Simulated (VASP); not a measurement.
# Al (P6_3/mmc) in VASP: a series of runs, part 2 of 2

VASP 6.6.1. The steps go on from the part before.

## 5. Single point, LDA

This run uses another cell than the first one, of 17.49 Å³/atom, 1.012 times its volume.

The input, INCAR:

```
PREC = Accurate ; ENCUT = 520
EDIFF = 1E-7 ; ISMEAR = 0
SIGMA = 0.15 ; LREAL = F
LASPH = T ; NELM = 100
ALGO = Fast ; ISIF = 2
LWAVE = F ; LCHARG = F
NBANDS = 10
```

The input, KPOINTS:

```
regular mesh
0
Gamma
  18 18 10
```

The input, POSCAR:

```
Al
1.0
    2.8515000000      0.0000000000      0.0000000000
   -1.4257500000      2.4694714389      0.0000000000
    0.0000000000      0.0000000000      4.9674000000
Al
2
Direct
    0.6666666667      0.3333333333      0.7500000000
    0.3333333333      0.6666666667      0.2500000000
```

Potentials or basis: VASP PAW LDA potentials, release 64 (Al).

Launch:

```sh
> cat potpaw_LDA.64/Al/POTCAR > POTCAR
> mpirun -np 1 vasp_std > vasp.out
```

OUTCAR:

```text
PREC = Accurate
   ENCUT = 520
   EDIFF = 1E-7
   ISMEAR = 0
   LREAL = F
   LASPH = T
   NELM = 100
   ISIF = 2

 ion  position               nearest neighbor table
   1  0.667  0.333  0.750-   2 2.98   2 2.98   2 2.98   2 2.98   2 2.98   2 2.98
   2  0.333  0.667  0.250-   1 2.98   1 2.98   1 2.98   1 2.98   1 2.98   1 2.98

  LATTYP: Found a hexagonal cell.
 ALAT       =     2.8515000000
 C/A-ratio  =     1.7420305103

  Lattice vectors:

 A1 = (   2.8515000000,   0.0000000000,   0.0000000000)
 A2 = (  -1.4257500000,   2.4694714389,   0.0000000000)
 A3 = (   0.0000000000,   0.0000000000,   4.9674000000)

Analysis of symmetry for initial positions (statically):
=====================================================================
 Subroutine PRICEL returns:
 Original cell was already a primitive cell.

 Routine SETGRP: Setting up the symmetry group for a
 hexagonal supercell.

 Subroutine GETGRP returns: Found 24 space group operations
 (whereof 12 operations were pure point group operations)
 out of a pool of 24 trial point group operations.

The static configuration has the point symmetry D_3d.
 The point group associated with its full space group is D_6h.

Analysis of symmetry for dynamics (positions and initial velocities):
=====================================================================
 Subroutine PRICEL returns:
 Original cell was already a primitive cell.

 Routine SETGRP: Setting up the symmetry group for a
 hexagonal supercell.

 Subroutine GETGRP returns: Found 24 space group operations
 (whereof 12 operations were pure point group operations)
 out of a pool of 24 trial point group operations.

The dynamic configuration has the point symmetry D_3d.
 The point group associated with its full space group is D_6h.

 Subroutine INISYM returns: Found 24 space group operations
 (whereof 12 operations are pure point group operations),
 and found     1 'primitive' translations

----------------------------------------------------------------------------------------

                                     Primitive cell

  volume of cell :      34.9789

  direct lattice vectors                    reciprocal lattice vectors
     2.851500000  0.000000000  0.000000000     0.350692618  0.202472477  0.000000000
    -1.425750000  2.469471439  0.000000000     0.000000000  0.404944955  0.000000000
     0.000000000  0.000000000  4.967400000     0.000000000  0.000000000  0.201312558

  length of vectors
     2.851500000  2.851500000  4.967400000     0.404944955  0.404944955  0.201312558

  position of ions in fractional coordinates (direct lattice)
     0.666666667  0.333333333  0.750000000
     0.333333333  0.666666667  0.250000000

  ion indices of the primitive-cell ions
   primitive index   ion index
                 1           1
                 2           2

----------------------------------------------------------------------------------------

 KPOINTS: regular mesh

Automatic generation of k-mesh.
 Grid dimensions read from file:
 generate k-points for:   18   18   10

[... 22 lines left out ...]
  0.111111 -0.000000  0.000000      6.000000
  0.166667 -0.000000  0.000000      6.000000
  0.222222 -0.000000  0.000000      6.000000
  0.277778 -0.000000  0.000000      6.000000
[... 16 lines left out ...]
  0.333333  0.111111  0.000000     12.000000
  0.388889  0.111111  0.000000     12.000000
 [... further k-points ...]
   k-points           NKPTS =    222   k-points in BZ     NKDIM =    222   number of bands    NBANDS=     10
   number of dos      NEDOS =    301   number of ions     NIONS =      2
   total plane-waves  NPLWV =  23040
   dimension x,y,z NGX =    24 NGY =   24 NGZ =   40
   dimension x,y,z NGXF=    48 NGYF=   48 NGZF=   80
   ions per type =               2
   NGX,Y,Z   is equivalent  to a cutoff of  13.99, 13.99, 13.39 a.u.
   NGXF,Y,Z  is equivalent  to a cutoff of  27.98, 27.98, 26.77 a.u.
 SYSTEM =  unknown system
   PREC   = accura    normal or accurate (medium, high low for compatibility)
   ISTART =      0    job   : 0-new  1-cont  2-samecut
   ICHARG =      2    charge: 1-file 2-atom 10-const
   ISPIN  =      1    spin polarized calculation?
   LNONCOLLINEAR =      F non collinear calculations
   LSORBIT =      F    spin-orbit coupling
   LASPH  =      T    aspherical Exc in radial PAW
   ENCUT  =  520.0 eV  38.22 Ry    6.18 a.u.   5.30  5.30  9.24*2*pi/ulx,y,z
   NELM   =    100;   NELMIN=  2; NELMDL= -5     # of ELM steps
   EDIFF  = 0.1E-06   stopping-criterion for ELM
   LREAL  =      F    real-space projection
   EDIFFG = 0.1E-05   stopping-criterion for IOM
   NSW    =      0    number of steps for IOM
   IBRION =     -1    ionic relax: 0-MD 1-quasi-New 2-CG
   NFREE  =      0    steps in history (QN), initial steepest desc. (CG)
   ISIF   =      2    stress and relaxation
   ISYM   =      2    0-nonsym 1-usesym 2-fastsym
   POTIM  = 0.5000    time-step for ionic-motion
   TEBEG  =    0.0;   TEEND  =   0.0 temperature during run
   PSTRESS=    0.0 pullay stress
   NELECT =       6.0000    total number of electrons
   NUPDOWN=      -1.0000    fix difference up-down
   EMIN   =  10.00;   EMAX   =-10.00  energy-range for DOS
   EFERMI =   0.00;   METHOD = LEGACY
   ISMEAR =     0;   SIGMA  =   0.15  broadening in eV -4-tet -1-fermi 0-gaus
   EFERMI_NEDOS =   21; number of points for ismear=-14 and -15
   IALGO  =     68    algorithm
   IMIX   =      4    mixing-type and parameters
     AMIX     =   0.40;   BMIX     =  1.00
     AMIX_MAG =   1.60;   BMIX_MAG =  1.00
  volume/ion in A,a.u.               =      17.49       118.02
  Fermi-wavevector in a.u.,A,eV,Ry     =   0.909612  1.718918 11.257390  0.827395
  Thomas-Fermi vector in A             =   2.033678
   LORBIT       =      0    0 simple, 1 ext, 2 COOP (PROOUT), +10 PAW based schemes
   GGA     = CA    functional components
   LHFCALC =     F    Hartree Fock is set to
   AEXX    =    0.0000 exact exchange contribution
   IVDW    =     0    specifies the selected vdW correction
   LEPSILON=     F    determine dielectric tensor
   LRPA    =     F    only Hartree local field effects (RPA)
 non-spin polarized calculation
 RMM-DIIS sequential band-by-band and
 Gauss-broadening in eV      SIGMA  =   0.15
  energy-cutoff  :      520.00
  volume of cell :       34.98
 maximum number of plane-waves:       978
 NGX is ok and might be reduce to    24
   NGX = 11   NGY = 11   NGZ = 19

 number of electron       6.0000000 magnetization

 Free energy of the ion-electron system (eV)
  ---------------------------------------------------
  ext. energy  EPLUGINS =         0.00000000
  ---------------------------------------------------
  free energy    TOTEN  =        -8.25173109 eV

  energy without entropy =       -8.24217299  energy(sigma->0) =       -8.24695204

 E-fermi :   7.1705     XC(G=0): -10.1287

 val. band max:        7.1565493229   @ k =   0.3889   0.1667   0.2000
 cond. band min:       7.1736264454   @ k =   0.2778   0.1667   0.1000
 fundamental gap:      0.0170771226
 Fermi energy:         7.1704582385

 k-point     1 :       0.0000    0.0000    0.0000
  band No.  band energies     occupation
      1      -3.5110      2.00000
      2       2.1197      2.00000
      3       2.5949      2.00000
      4      17.9988      0.00000
      5      18.1867      0.00000
      6      18.1867      0.00000
      7      18.5968      0.00000
      8      18.5968      0.00000
      9      18.7058      0.00000
     10      21.4492      0.00000
[... 287 lines left out ...]
 k-point    24 :       0.3889    0.1111    0.0000
  band No.  band energies     occupation
      1       1.4078      2.00000
      2       3.9628      2.00000
      3       6.9728      1.93757
      4       7.2308      0.56943
      5       9.3137      0.00000
      6       9.9094      0.00000
      7      10.7086      0.00000
      8      15.5658      0.00000
      9      16.2708      0.00000
     10      17.8505      0.00000

 [... further k-points ...]

------------------------ aborting loop because EDIFF is reached ----------------------------------------

  FORCE on cell =-STRESS in cart. coord.  units (eV):
  Direction    XX          YY          ZZ          XY          YZ          ZX
  --------------------------------------------------------------------------------------
  -------------------------------------------------------------------------------------
  Total       -1.1689944     -1.1689944     -1.4328014      0.0000000      0.0000000      0.0000000
  in kB      -53.5447005    -53.5447005    -65.6281359      0.0000000      0.0000000      0.0000000
  external PRESSURE =     -57.5725123 kB  Pullay stress =       0.0000000 kB

 VOLUME and BASIS-vectors are now :
 -----------------------------------------------------------------------------
  energy-cutoff  :      520.00
  volume of cell :       34.98
      direct lattice vectors                 reciprocal lattice vectors
     2.851500000  0.000000000  0.000000000     0.350692618  0.202472477  0.000000000
    -1.425750000  2.469471439  0.000000000     0.000000000  0.404944955  0.000000000
     0.000000000  0.000000000  4.967400000     0.000000000  0.000000000  0.201312558

 POSITION                                       TOTAL-FORCE (eV/Angst)
 -----------------------------------------------------------------------------------
      1.42575      0.82316      3.72555         0.000000     -0.000000      0.000000
     -0.00000      1.64631      1.24185        -0.000000      0.000000      0.000000
 -----------------------------------------------------------------------------------
    total drift:                                0.000000     -0.000000      0.000000

  FREE ENERGIE OF THE ION-ELECTRON SYSTEM (eV)
  ---------------------------------------------------
  free  energy   TOTEN  =        -8.2517310895 eV

  energy  without entropy=       -8.2421729926  energy(sigma->0) =       -8.24695204
```

OSZICAR:

```text
N       E                     dE             d eps       ncg     rms          rms(c)
DAV:   1    -0.876749664604E+00   -0.87675E+00   -0.23207E+03  4448   0.472E+02
DAV:   2    -0.813995444518E+01   -0.72632E+01   -0.69554E+01  5858   0.540E+01
DAV:   3    -0.830890472493E+01   -0.16895E+00   -0.16723E+00  5928   0.644E+00
DAV:   4    -0.830956347794E+01   -0.65875E-03   -0.65870E-03  5354   0.450E-01
DAV:   5    -0.830956665745E+01   -0.31795E-05   -0.31796E-05  5392   0.326E-02    0.177E+00
RMM:   6    -0.827412263462E+01    0.35444E-01   -0.46962E-03  4498   0.340E-01    0.101E+00
RMM:   7    -0.825179103061E+01    0.22332E-01   -0.11577E-02  4629   0.527E-01    0.150E-01
RMM:   8    -0.825172379183E+01    0.67239E-04   -0.51930E-04  4937   0.139E-01    0.360E-02
RMM:   9    -0.825173135061E+01   -0.75588E-05   -0.69144E-05  5196   0.628E-02    0.159E-02
RMM:  10    -0.825173148372E+01   -0.13311E-06   -0.93835E-06  5237   0.195E-02    0.156E-02
RMM:  11    -0.825173106425E+01    0.41947E-06   -0.12694E-06  5315   0.791E-03    0.788E-03
RMM:  12    -0.825173108948E+01   -0.25229E-07   -0.26585E-07  5049   0.349E-03
   1 F= -.82517311E+01 E0= -.82469520E+01  d E =-.955810E-02
```

stdout:

```text
POSCAR found type information on POSCAR Al
 POSCAR found :  1 types and       2 ions
 scaLAPACK will be used
 LDA part: xc-table for (Slater(with rela. corr.)+CA(PZ))
 , standard interpolation
 POSCAR, INCAR and KPOINTS ok, starting setup
 FFT: planning ... GRIDC
 FFT: planning ... GRID_SOFT
 FFT: planning ... GRID
 WAVECAR not read
 entering main loop
```

It used 51 s of CPU time on 1 thread of AMD EPYC 7R13 Processor (Zen 3) (shared host).

What came out:

| Property | Result |
| --- | --- |
| Free energy | -8.2517 eV |
| Pressure | -5.8 GPa |
| Band gap on the k mesh | zero (band 3 reaches 10.74 eV, above the bottom of band 4 at 4.16 eV) |

## 6. Single point, LDA

This run uses another cell than the first one, of 17.54 Å³/atom, 1.015 times its volume.

The input, INCAR:

```
ALGO = Normal
EDIFF = 1E-7
ENCUT = 520
GGA = CA
ISIF = 2
ISMEAR = 0
LASPH = True
LCHARG = False
LREAL = False
LWAVE = False
NBANDS = 10
NELM = 100
PREC = Accurate
SIGMA = 0.15
```

The input, KPOINTS:

```
k-points
0
Gamma
  18 18 10
```

The input, POSCAR:

```
Al
1.0
    2.8865000000      0.0000000000      0.0000000000
   -1.4432500000      2.4997823280      0.0000000000
    0.0000000000      0.0000000000      4.8620000000
Al
2
Direct
    0.6666666667      0.3333333333      0.7500000000
    0.3333333333      0.6666666667      0.2500000000
```

Potentials or basis: VASP PAW LDA potentials, release 64 (Al).

Launch:

```sh
> cat potpaw_LDA.64/Al/POTCAR > POTCAR
> mpirun -np 1 vasp_std > vasp.out
```

It used 38 s of CPU time on 1 thread of AMD EPYC 7R13 Processor (Zen 3), on a shared host.

Results (log left out):

| Property | Result |
| --- | --- |
| Free energy | -8.2496 eV |
| Pressure | -6.1 GPa |
| Band gap on the k mesh | zero (band 3 reaches 10.91 eV, above the bottom of band 4 at 4.07 eV) |

Stress tensor (GPa, compression positive):
```
-6.13  0.00  0.00
 0.00 -6.13  0.00
 0.00  0.00 -6.04
```

Levels at points of the mesh, in eV from the Fermi level:
```tsv
k point	band 1	band 2	band 3	band 4	band 5	band 6	band 7
(0.00, 0.00, 0.00)	-10.67	-4.66	-4.43	10.45	10.45	10.99	10.99
(0.50, 0.00, 0.00)	-5.00	-4.75	0.65	0.75	1.34	1.61	5.63
(0.00, 0.00, 0.50)	-9.11	-9.11	2.78	2.78	11.70	11.70	11.70
(0.50, 0.00, 0.50)	-3.64	-3.64	-3.08	-3.08	6.97	6.97	7.44
```

## 7. The runs side by side

```csv
cell,gap on the mesh (eV),pressure (GPa)
"a = 2.865, b = 2.866, c = 4.862 Å, angles 90.0, 90.0, 120.0°, 2 atoms",none,-5.3
"a = 2.999, b = 2.999, c = 4.499 Å, angles 90.0, 90.0, 120.0°, 2 atoms",none,-5.5
"a = 2.901, b = 2.901, c = 4.780 Å, angles 90.0, 90.0, 120.0°, 2 atoms",none,-5.8
"a = 2.852, b = 2.852, c = 4.967 Å, angles 90.0, 90.0, 120.0°, 2 atoms",none,-5.8
"a = 2.886, b = 2.886, c = 4.862 Å, angles 90.0, 90.0, 120.0°, 2 atoms",none,-6.1
```

Alike in all rows: task single point; level LDA; potentials or basis VASP PAW LDA potentials, release 64 (Al); no spin polarisation; k mesh 18 × 18 × 10; cutoff (eV) 520; smearing gaussian 0.15 eV.

Absolute energies hang on the potentials; compare differences alone.
